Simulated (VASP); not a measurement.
Write the native input for VASP 6.6.1 that does the following.

```yaml
Task: single point
Functional: PBE
Potentials_or_basis: VASP PAW PBE potentials, release 64 (Ba_sv, Er_3), 4f in core
Cutoff: 500 eV
k_mesh: 4 × 4 × 4
Occupations: gaussian, width 0.1 eV
Spin: no spin polarisation
Dipole_correction: no
Further_INCAR_settings: ALGO = Normal; EDIFF = 1e-06; NBANDS = 32
```

The structure of Ba4Er lies in POSCAR:

```
Ba4Er
1.0
   -4.5842680798      4.5842680798      2.9880778071
    4.5842680798     -4.5842680798      2.9880778071
    4.5842680798      4.5842680798     -2.9880778071
Ba Er
4 1
Direct
    0.0000000000      0.7108753526      0.7108753526
    0.0000000000      0.2891246474      0.2891246474
    0.7108753526      0.0000000000      0.7108753526
    0.2891246474      0.0000000000      0.2891246474
    0.5000000000      0.5000000000      0.0000000000
```

The cell was generated, and may not be a known phase.

One way to write it, as run:

INCAR

```
SYSTEM = Ba4Er
PREC     = Accurate       ! precision mode
ENCUT    = 500            ! plane-wave cutoff, eV
EDIFF    = 1E-6           ! SCF threshold, eV
ISMEAR   = 0              ! smearing method
SIGMA    = 0.1            ! smearing width, eV
LREAL    = .False.        ! projectors in reciprocal space
LASPH    = .True.         ! aspherical terms in the spheres
NELM     = 200            ! most SCF steps
ALGO     = Normal         ! electronic algorithm
ISIF     = 2              ! what is computed and relaxed
LWAVE    = .False.        ! write WAVECAR
LCHARG   = .False.        ! write CHGCAR
GGA      = PE             ! functional
NBANDS   = 32             ! bands
GGA_COMPAT= .False.      
LMAXMIX  = 6              ! l up to which the mixer works
```

KPOINTS

```
Automatic mesh
0
Gamma
  4 4 4
  0 0 0
```

Potentials or basis: VASP PAW PBE potentials, release 64 (Ba_sv, Er_3), 4f in core.

Run with:

```bash
$ cat potpaw_PBE.64/Ba_sv/POTCAR potpaw_PBE.64/Er_3/POTCAR > POTCAR
$ mpirun -np 1 vasp_std > vasp.out
```

It gave:

```yaml
Pressure: 0.7 GPa
Largest_force: 0.041 eV/Å
Band_gap_on_the_k_mesh: zero (an odd number of electrons rules out a gap without spin polarisation)
```

Caveat: spin-orbit coupling is left out, which moves the levels of the heavy elements; the 4f electrons are frozen in the core, so they carry no moment and show no levels.

Wall time 83 s on 1 thread of AMD EPYC 9R45 96-Core Processor (Zen 5), on a shared host, peak memory 0.39 GiB.
